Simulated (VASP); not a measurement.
# OsCl3 (Pm-3m) in VASP: a series of runs

The runs below take OsCl3 through single point, with PBE+U.

Everything below comes from runs of VASP 6.6.1. Logs are shortened: lines on timing, memory, paths and dates and some standing lists are left out, and cuts for length are marked.

## (1) The cell of the first run

It takes space group Pm-3m (No. 221, cubic). The conventional cell has a = 4.912 Å, b = 4.912 Å, c = 4.912 Å, α = 90.00°, β = 90.00°, γ = 90.00°. Within 3.2 Å of Os (site symmetry m-3m) lie 6 Cl at 2.46 Å. Within 3.2 Å of Cl (site symmetry 4/mmm) lie 2 Os at 2.46 Å.

## (2) Single point, PBE+U, collinear spin

File INCAR:

```
SYSTEM = OsCl3
PREC = Accurate
ENCUT = 600
EDIFF = 1E-6
ISMEAR = 0
SIGMA = 0.05
LREAL = .False.
LASPH = .True.
NELM = 200
ALGO = Normal
ISIF = 2
LWAVE = .False.
LCHARG = .False.
ISPIN = 2
MAGMOM = 5 0 0 0
LORBIT = 11
LMAXMIX = 4
LDAU = .True.
LDAUTYPE = 2
LDAUL = 2 -1
LDAUU = 1 0
LDAUJ = 0 0
LDAUPRINT = 1
GGA = PE
NBANDS = 26
GGA_COMPAT = .False.
```

File KPOINTS:

```
regular mesh
0
Gamma
  4 4 4
  0 0 0
```

File POSCAR:

```
OsCl3
1.0
    4.9123188200      0.0000000000      0.0000000000
    0.0000000000      4.9123188200      0.0000000000
    0.0000000000      0.0000000000      4.9123188200
Os Cl
1 3
Direct
    0.0000000000      0.0000000000      0.0000000000
    0.5000000000      0.0000000000      0.0000000000
    0.0000000000      0.0000000000      0.5000000000
    0.0000000000      0.5000000000      0.0000000000
```

Potentials or basis: VASP PAW PBE potentials, release 64 (Os, Cl).

The run is started by

```
cat potpaw_PBE.64/Os/POTCAR potpaw_PBE.64/Cl/POTCAR > POTCAR
mpirun -np 1 vasp_std > vasp.out
```

OUTCAR:

```text
SYSTEM = OsCl3
   PREC = Accurate
   ENCUT = 600
   EDIFF = 1E-6
   ISMEAR = 0
   LREAL = .False.
   LASPH = .True.
   NELM = 200
   ISIF = 2
   ISPIN = 2
   LORBIT = 11
   GGA = PE

 ion  position               nearest neighbor table
   1  0.000  0.000  0.000-   2 2.46   3 2.46   4 2.46   3 2.46   4 2.46   2 2.46
   2  0.500  0.000  0.000-   1 2.46   1 2.46
   3  0.000  0.000  0.500-   1 2.46   1 2.46
   4  0.000  0.500  0.000-   1 2.46   1 2.46

  LATTYP: Found a simple cubic cell.
 ALAT       =     4.9123188200

  Lattice vectors:

 A1 = (   4.9123188200,   0.0000000000,   0.0000000000)
 A2 = (   0.0000000000,   4.9123188200,   0.0000000000)
 A3 = (   0.0000000000,   0.0000000000,   4.9123188200)

Analysis of symmetry for initial positions (statically):
=====================================================================
 Subroutine PRICEL returns:
 Original cell was already a primitive cell.

 Routine SETGRP: Setting up the symmetry group for a
 simple cubic supercell.

 Subroutine GETGRP returns: Found 48 space group operations
 (whereof 48 operations were pure point group operations)
 out of a pool of 48 trial point group operations.

The static configuration has the point symmetry O_h .

Analysis of symmetry for dynamics (positions and initial velocities):
=====================================================================
 Subroutine PRICEL returns:
 Original cell was already a primitive cell.

 Routine SETGRP: Setting up the symmetry group for a
 simple cubic supercell.

 Subroutine GETGRP returns: Found 48 space group operations
 (whereof 48 operations were pure point group operations)
 out of a pool of 48 trial point group operations.

The dynamic configuration has the point symmetry O_h .

Analysis of structural, dynamic, and magnetic symmetry:
=====================================================================
 Subroutine PRICEL returns:
 Original cell was already a primitive cell.

 Routine SETGRP: Setting up the symmetry group for a
 simple cubic supercell.

 Subroutine GETGRP returns: Found 48 space group operations
 (whereof 48 operations were pure point group operations)
 out of a pool of 48 trial point group operations.

The overall configuration has the point symmetry O_h .

 Subroutine INISYM returns: Found 48 space group operations
 (whereof 48 operations are pure point group operations),
 and found     1 'primitive' translations

----------------------------------------------------------------------------------------

                                     Primitive cell

  volume of cell :     118.5386

  direct lattice vectors                    reciprocal lattice vectors
     4.912318820  0.000000000  0.000000000     0.203569849  0.000000000  0.000000000
     0.000000000  4.912318820  0.000000000     0.000000000  0.203569849  0.000000000
     0.000000000  0.000000000  4.912318820     0.000000000  0.000000000  0.203569849

  length of vectors
     4.912318820  4.912318820  4.912318820     0.203569849  0.203569849  0.203569849

  position of ions in fractional coordinates (direct lattice)
     0.000000000  0.000000000  0.000000000
     0.500000000  0.000000000  0.000000000
     0.000000000  0.000000000  0.500000000
     0.000000000  0.500000000  0.000000000

  ion indices of the primitive-cell ions
   primitive index   ion index
                 1           1
                 2           2
                 3           3
                 4           4

[... 70 lines left out ...]
   EFERMI =   0.00;   METHOD = LEGACY
   ISMEAR =     0;   SIGMA  =   0.05  broadening in eV -4-tet -1-fermi 0-gaus
   EFERMI_NEDOS =   21; number of points for ismear=-14 and -15
   IALGO  =     38    algorithm
   IMIX   =      4    mixing-type and parameters
     AMIX     =   0.40;   BMIX     =  1.00
     AMIX_MAG =   1.60;   BMIX_MAG =  1.00
  volume/ion in A,a.u.               =      29.63       199.98
  Fermi-wavevector in a.u.,A,eV,Ry     =   1.023892  1.934876 14.263742  1.048355
  Thomas-Fermi vector in A             =   2.157650
   LORBIT       =     11    0 simple, 1 ext, 2 COOP (PROOUT), +10 PAW based schemes
 LDA+U is selected, type is set to LDAUTYPE =  2
   angular momentum for each species LDAUL =     2   -1
   U (eV)           for each species LDAUU =   1.0  0.0
   J (eV)           for each species LDAUJ =   0.0  0.0
   GGA     = PE    functional components
   LHFCALC =     F    Hartree Fock is set to
   AEXX    =    0.0000 exact exchange contribution
   IVDW    =     0    specifies the selected vdW correction
   LEPSILON=     F    determine dielectric tensor
   LRPA    =     F    only Hartree local field effects (RPA)
 spin polarized calculation
 Gauss-broadening in eV      SIGMA  =   0.05
  energy-cutoff  :      600.00
  volume of cell :      118.54
 maximum number of plane-waves:      3980
 NGX is ok and might be reduce to    40
   NGX = 19   NGY = 19   NGZ = 19

atom =   1  type =  1  l = 2

 onsite density matrix

spin component  1

  0.9241  0.0000  0.0000 -0.0000 -0.0000
  0.0000  0.9241 -0.0000 -0.0000 -0.0000
  0.0000 -0.0000  0.6036 -0.0000 -0.0000
 -0.0000 -0.0000 -0.0000  0.9241 -0.0000
 -0.0000 -0.0000 -0.0000 -0.0000  0.6036

spin component  2

  0.4253 -0.0000 -0.0000  0.0000  0.0000
 -0.0000  0.4253 -0.0000 -0.0000  0.0000
 -0.0000 -0.0000  0.3368  0.0000  0.0000
  0.0000 -0.0000  0.0000  0.4253  0.0000
  0.0000  0.0000  0.0000  0.0000  0.3368

 occupancies and eigenvectors

  o =  0.3368  v =  0.0000  0.0000  0.0000  0.0000  0.0000  0.0000 -0.0000 -0.1127  0.0000  0.9936      0.0000  0.0000  0.0000  0.0000  0.0000  0.0000  0.0000  0.0000  0.0000  0.0000
  o =  0.3368  v =  0.0000  0.0000  0.0000  0.0000  0.0000  0.0000 -0.0000 -0.9936  0.0000 -0.1127      0.0000  0.0000  0.0000  0.0000  0.0000  0.0000  0.0000  0.0000  0.0000  0.0000
  o =  0.4253  v =  0.0000  0.0000  0.0000  0.0000  0.0000  0.0000 -0.9959  0.0000 -0.0903  0.0000      0.0000  0.0000  0.0000  0.0000  0.0000  0.0000  0.0000  0.0000  0.0000  0.0000
  o =  0.4253  v =  0.0000  0.0000  0.0000  0.0000  0.0000  0.0000  0.0903 -0.0000 -0.9959  0.0000      0.0000  0.0000  0.0000  0.0000  0.0000  0.0000  0.0000  0.0000  0.0000  0.0000
  o =  0.4253  v =  0.0000  0.0000  0.0000  0.0000  0.0000  1.0000  0.0000  0.0000  0.0000  0.0000      0.0000  0.0000  0.0000  0.0000  0.0000  0.0000  0.0000  0.0000  0.0000  0.0000
  o =  0.6036  v =  0.0000 -0.0000  0.9997  0.0000  0.0261  0.0000  0.0000  0.0000  0.0000  0.0000      0.0000  0.0000  0.0000  0.0000  0.0000  0.0000  0.0000  0.0000  0.0000  0.0000
  o =  0.6036  v =  0.0000  0.0000 -0.0261  0.0000  0.9997  0.0000  0.0000  0.0000  0.0000  0.0000      0.0000  0.0000  0.0000  0.0000  0.0000  0.0000  0.0000  0.0000  0.0000  0.0000
  o =  0.9241  v =  0.0000  0.8888 -0.0000 -0.4583 -0.0000  0.0000  0.0000  0.0000  0.0000  0.0000      0.0000  0.0000  0.0000  0.0000  0.0000  0.0000  0.0000  0.0000  0.0000  0.0000
  o =  0.9241  v =  0.0000 -0.4583  0.0000 -0.8888  0.0000  0.0000  0.0000  0.0000  0.0000  0.0000      0.0000  0.0000  0.0000  0.0000  0.0000  0.0000  0.0000  0.0000  0.0000  0.0000
  o =  0.9241  v =  1.0000  0.0000  0.0000  0.0000  0.0000  0.0000  0.0000  0.0000  0.0000  0.0000      0.0000  0.0000  0.0000  0.0000  0.0000  0.0000  0.0000  0.0000  0.0000  0.0000

 number of electron      28.9999994 magnetization       2.4684999

 Free energy of the ion-electron system (eV)
  ---------------------------------------------------
  ext. energy  EPLUGINS =         0.00000000
  ---------------------------------------------------
  free energy    TOTEN  =       -15.43718236 eV

  energy without entropy =      -15.43304071  energy(sigma->0) =      -15.43511153

 E-fermi :   0.6626     XC(G=0):  -7.7725

 val. band max:        0.6304714464   @ k =   0.2500   0.2500   0.2500
 cond. band min:       0.6923380368   @ k =   0.2500   0.2500   0.0000
 fundamental gap:      0.0618665905
 Fermi energy:         0.6625948657

 spin component 1

 k-point     1 :       0.0000    0.0000    0.0000
  band No.  band energies     occupation
      1     -15.3784      1.00000
      2     -14.5972      1.00000
      3     -14.5972      1.00000
      4      -4.2564      1.00000
      5      -4.2564      1.00000
      6      -4.2564      1.00000
[... 279 lines left out ...]
     25      11.1625      0.00000
     26      11.4253      0.00000
 Fermi energy:         0.6625948657

 spin component 2

 k-point     1 :       0.0000    0.0000    0.0000
  band No.  band energies     occupation
      1     -15.2359      1.00000
      2     -14.4365      1.00000
      3     -14.4365      1.00000
      4      -4.1834      1.00000
      5      -4.1834      1.00000
      6      -4.1834      1.00000
[... 279 lines left out ...]
     25      11.2726      0.00000
     26      11.4942      0.00000

------------------------ aborting loop because EDIFF is reached ----------------------------------------

  FORCE on cell =-STRESS in cart. coord.  units (eV):
  Direction    XX          YY          ZZ          XY          YZ          ZX
  --------------------------------------------------------------------------------------
  -------------------------------------------------------------------------------------
  Total       -2.4918212     -2.4918212     -2.4918212      0.0000000      0.0000000     -0.0000000
  in kB      -33.6796697    -33.6796697    -33.6796697      0.0000000      0.0000000     -0.0000000
  external PRESSURE =     -33.6796697 kB  Pullay stress =       0.0000000 kB

 VOLUME and BASIS-vectors are now :
 -----------------------------------------------------------------------------
  energy-cutoff  :      600.00
  volume of cell :      118.54
      direct lattice vectors                 reciprocal lattice vectors
     4.912318820  0.000000000  0.000000000     0.203569849  0.000000000  0.000000000
     0.000000000  4.912318820  0.000000000     0.000000000  0.203569849  0.000000000
     0.000000000  0.000000000  4.912318820     0.000000000  0.000000000  0.203569849

 POSITION                                       TOTAL-FORCE (eV/Angst)
 -----------------------------------------------------------------------------------
      0.00000      0.00000      0.00000         0.000000      0.000000      0.000000
      2.45616      0.00000      0.00000         0.000000      0.000000      0.000000
      0.00000      0.00000      2.45616         0.000000      0.000000      0.000000
      0.00000      2.45616      0.00000         0.000000      0.000000      0.000000
 -----------------------------------------------------------------------------------
    total drift:                                0.000000      0.000000     -0.000000

  FREE ENERGIE OF THE ION-ELECTRON SYSTEM (eV)
  ---------------------------------------------------
  free  energy   TOTEN  =       -15.4371823570 eV

  energy  without entropy=      -15.4330407108  energy(sigma->0) =      -15.43511153

 total charge

# of ion       s       p       d       tot
------------------------------------------
    1        0.437   0.394   5.875   6.707
    2        1.598   3.471   0.000   5.069
    3        1.598   3.471   0.000   5.069
    4        1.598   3.471   0.000   5.069
--------------------------------------------------
tot          5.231  10.808   5.875  21.915

 magnetization (x)

# of ion       s       p       d       tot
------------------------------------------
    1        0.070   0.008   2.019   2.097
    2        0.012   0.081   0.000   0.093
    3        0.012   0.081   0.000   0.093
    4        0.012   0.081   0.000   0.093
--------------------------------------------------
tot          0.106   0.252   2.019   2.377
```

Wall time 1.9 min (1 thread of Intel Xeon 8259CL, shared host); peak memory 0.31 GiB.

Results:

```
Free energy                                           : -15.4372 eV
Pressure                                              : -3.4 GPa
Net moment                                            : 2.47 μB per cell
Site moments                                          : Os +2.10; Cl +0.09 μB
Valence electrons inside the program's atomic spheres : Os 6.71; Cl 5.07
```

Eigenvalues of the final occupation matrices:
```csv
site,spin,trace,eigenvalues
site 1 d,1,3.98,0.60 0.60 0.92 0.92 0.92
site 1 d,2,1.95,0.34 0.34 0.43 0.43 0.43
```

Caveat: the cell stands under tension; spin-orbit coupling is left out, which moves the levels of the heavy elements.

## (3) Single point, PBE+U, collinear spin

INCAR, as its differences from that of step 2:

```diff
@@ -12,5 +12,5 @@
 LWAVE = .False.
-LCHARG = .False.
+LCHARG = .True.
 ISPIN = 2
-MAGMOM = 5 0 0 0
+MAGMOM = 1.79 0.12 0.12 0.12
 LORBIT = 11
@@ -24,2 +24,4 @@
 GGA = PE
+LELF = .True.
+LVHAR = .True.
 NBANDS = 26
```

KPOINTS is that of step 2.

POSCAR is that of step 2.

Potentials or basis: VASP PAW PBE potentials, release 64 (Os, Cl).

The run is started by

```
cat potpaw_PBE.64/Os/POTCAR potpaw_PBE.64/Cl/POTCAR > POTCAR
mpirun -np 1 vasp_std > vasp.out
```

It took 1.8 min on 1 thread of Intel Xeon 8259CL, shared host; peak memory 0.31 GiB.

It converged, with:

```
Free energy                                           : -15.4372 eV
Pressure                                              : -3.4 GPa
Net moment                                            : 2.47 μB per cell
Site moments                                          : Os +2.10; Cl +0.09 μB
Valence electrons inside the program's atomic spheres : Os 6.71; Cl 5.07
```

Levels at points of the mesh, in eV from the Fermi level:
Spin up:
| k point | band 13 | band 14 | band 15 | band 16 | band 17 | band 18 | band 19 | band 20 |
| --- | --- | --- | --- | --- | --- | --- | --- | --- |
| (0.00, 0.00, 0.00) | -2.45 | -2.45 | -2.45 | -1.62 | -1.62 | 1.43 | 5.01 | 8.13 |
| (0.50, 0.00, 0.00) | -2.50 | -1.62 | -0.97 | -0.97 | -0.29 | 5.87 | 6.95 | 7.02 |
| (0.50, 0.50, 0.00) | -1.08 | -0.97 | -0.97 | -0.73 | 3.35 | 7.33 | 7.33 | 7.50 |
| (0.50, 0.50, 0.50) | -0.72 | -0.72 | -0.72 | 3.35 | 3.35 | 5.93 | 6.27 | 6.27 |
Spin down:
| k point | band 11 | band 12 | band 13 | band 14 | band 15 | band 16 |
| --- | --- | --- | --- | --- | --- | --- |
| (0.00, 0.00, 0.00) | -2.32 | -2.32 | -1.19 | -1.19 | -1.19 | -0.23 |
| (0.50, 0.00, 0.00) | -2.34 | -2.34 | -1.17 | -0.23 | 0.36 | 0.36 |
| (0.50, 0.50, 0.00) | -2.85 | -1.63 | 0.20 | 0.37 | 0.37 | 0.83 |
| (0.50, 0.50, 0.50) | -1.62 | -1.62 | 0.84 | 0.84 | 0.84 | 4.30 |

Eigenvalues of the final occupation matrices:
| site | spin | trace | eigenvalues |
| --- | --- | --- | --- |
| site 1 d | 1 | 3.98 | 0.60 0.60 0.92 0.92 0.92 |
| site 1 d | 2 | 1.95 | 0.34 0.34 0.42 0.42 0.42 |

Caveat: the cell stands under tension; spin-orbit coupling is left out, which moves the levels of the heavy elements.

## (4) Single point, PBE+U, collinear spin

File INCAR:

```
PREC     = Accurate       # precision mode
ENCUT    = 600            # plane-wave cutoff, eV
EDIFF    = 1E-6           # SCF threshold, eV
ISMEAR   = 0              # smearing method
SIGMA    = 0.05           # smearing width, eV
LREAL    = F              # projectors in reciprocal space
LASPH    = T              # aspherical terms in the spheres
NELM     = 200            # most SCF steps
ALGO     = Normal         # electronic algorithm
ISIF     = 2              # what is computed and relaxed
LWAVE    = F              # write WAVECAR
LCHARG   = F              # write CHGCAR
ISPIN    = 2              # spin polarisation
MAGMOM   = 1.79 0.12 0.12 0.12 # initial moments
LORBIT   = 11             # projections on sites
LMAXMIX  = 4              # l up to which the mixer works
LDAU     = T              # DFT+U
LDAUTYPE = 2            
LDAUL    = 2 -1           # shell
LDAUU    = 1 0            # U, eV
LDAUJ    = 0 0          
LDAUPRINT= 1            
GGA      = PE             # functional
NBANDS   = 26             # bands
GGA_COMPAT= F
```

File KPOINTS:

```
regular mesh
0
Gamma
  4 4 4
```

POSCAR is that of step 3.

Potentials or basis: VASP PAW PBE potentials, release 64 (Os, Cl).

The run is started by

```
cat potpaw_PBE.64/Os/POTCAR potpaw_PBE.64/Cl/POTCAR > POTCAR
mpirun -np 1 vasp_std > vasp.out
```

OUTCAR:

```text
PREC = Accurate
   ENCUT = 600
   EDIFF = 1E-6
   ISMEAR = 0
   LREAL = F
   LASPH = T
   NELM = 200
   ISIF = 2
   ISPIN = 2
   LORBIT = 11
   GGA = PE

 ion  position               nearest neighbor table
   1  0.000  0.000  0.000-   2 2.46   3 2.46   4 2.46   3 2.46   4 2.46   2 2.46
   2  0.500  0.000  0.000-   1 2.46   1 2.46
   3  0.000  0.000  0.500-   1 2.46   1 2.46
   4  0.000  0.500  0.000-   1 2.46   1 2.46

  LATTYP: Found a simple cubic cell.
 ALAT       =     4.9123188200
[... 826 lines left out ...]
  energy-cutoff  :      600.00
  volume of cell :      118.54
      direct lattice vectors                 reciprocal lattice vectors
     4.912318820  0.000000000  0.000000000     0.203569849  0.000000000  0.000000000
     0.000000000  4.912318820  0.000000000     0.000000000  0.203569849  0.000000000
     0.000000000  0.000000000  4.912318820     0.000000000  0.000000000  0.203569849

 POSITION                                       TOTAL-FORCE (eV/Angst)
 -----------------------------------------------------------------------------------
      0.00000      0.00000      0.00000         0.000000      0.000000      0.000000
      2.45616      0.00000      0.00000         0.000000      0.000000      0.000000
      0.00000      0.00000      2.45616         0.000000      0.000000      0.000000
      0.00000      2.45616      0.00000         0.000000      0.000000      0.000000
 -----------------------------------------------------------------------------------
    total drift:                                0.000000      0.000000     -0.000000

  FREE ENERGIE OF THE ION-ELECTRON SYSTEM (eV)
  ---------------------------------------------------
  free  energy   TOTEN  =       -15.4371794760 eV

  energy  without entropy=      -15.4330336325  energy(sigma->0) =      -15.43510655

 total charge

# of ion       s       p       d       tot
------------------------------------------
    1        0.437   0.394   5.876   6.707
    2        1.598   3.471   0.000   5.069
    3        1.598   3.471   0.000   5.069
    4        1.598   3.471   0.000   5.069
--------------------------------------------------
tot          5.231  10.808   5.876  21.914

 magnetization (x)

# of ion       s       p       d       tot
------------------------------------------
    1        0.070   0.008   2.019   2.097
    2        0.012   0.081   0.000   0.093
    3        0.012   0.081   0.000   0.093
    4        0.012   0.081   0.000   0.093
--------------------------------------------------
tot          0.106   0.252   2.019   2.377
```

stdout:

```text
POSCAR found type information on POSCAR OsCl
 POSCAR found :  2 types and       4 ions
 scaLAPACK will be used
 LDA part: xc-table for (Slater+PW92), standard interpolation
 POSCAR, INCAR and KPOINTS ok, starting setup
 FFT: planning ... GRIDC
 FFT: planning ... GRID_SOFT
 FFT: planning ... GRID
 WAVECAR not read
 entering main loop
```

It took 1.9 min on 1 thread of Intel Xeon 8259CL, shared host; peak memory 0.3 GiB.

Results:

```yaml
Free_energy: -15.4372 eV
Pressure: -3.4 GPa
Net_moment: 2.47 μB per cell
Site_moments: Os +2.10; Cl +0.09 μB
Valence_electrons_inside_the_program's_atomic_spheres: Os 6.71; Cl 5.07
```

Eigenvalues of the final occupation matrices:
| site | spin | trace | eigenvalues |
| --- | --- | --- | --- |
| site 1 d | 1 | 3.98 | 0.60 0.60 0.92 0.92 0.92 |
| site 1 d | 2 | 1.95 | 0.34 0.34 0.42 0.42 0.42 |

Caveat: the cell stands under tension; spin-orbit coupling is left out, which moves the levels of the heavy elements.
